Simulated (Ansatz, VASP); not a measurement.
# One calculation of HfSiO4, two programs

```
CELL_PARAMETERS angstrom
-3.28625 3.28625 2.95178
3.28625 -3.28625 2.95178
3.28625 3.28625 -2.95178
ATOMIC_POSITIONS crystal
Hf 0.75000 0.25000 0.50000
Hf 0.00000 0.00000 0.00000
Si 0.25000 0.75000 0.50000
Si 0.50000 0.50000 0.00000
O 0.13364 0.31915 0.81449
O 0.06915 0.75465 0.68551
O 0.50465 0.31915 0.18551
O 0.06915 0.38364 0.31449
O 0.61636 0.93085 0.68551
O 0.68085 0.86636 0.18551
O 0.24535 0.93085 0.31449
O 0.68085 0.49535 0.81449
```

Change from the starting cell: z stretched by -1 %, ions relaxed.

Alike in both runs: functional PBE; k mesh 7 × 7 × 7; occupations fermi-dirac, width 0.02 eV; no spin polarisation.

Ansatz relaxed the structure, and its values are those at the end. VASP's run is a single point on that final structure, the one shown.

```csv
,VASP,Ansatz
version,VASP 6.6.1,Ansatz 0.2.0
potentials or method,"VASP PAW PBE potentials, release 64 (Hf_pv, Si, O)","plane-wave PAW, scalar-relativistic"
plane-wave cutoff (eV),520,420
valence electrons in the cell,76,108
```

|  | VASP | Ansatz | Ansatz less VASP |
| --- | --- | --- | --- |
| gap on the k mesh at the Fermi level (eV) | 5.47 | 5.52 | +0.055 |
| pressure (GPa) | 8.1 | 9.8 | +1.75 |
| rms of the force components (eV/Å) | 0.093 | 0.000 | -0.0926 |

VASP's potentials hold 76 valence electrons a cell and Ansatz's 108, so a difference there can come from the potentials and not from the codes. Ansatz's warnings: stress scf threshold loose.

Neither program's run includes spin-orbit coupling.
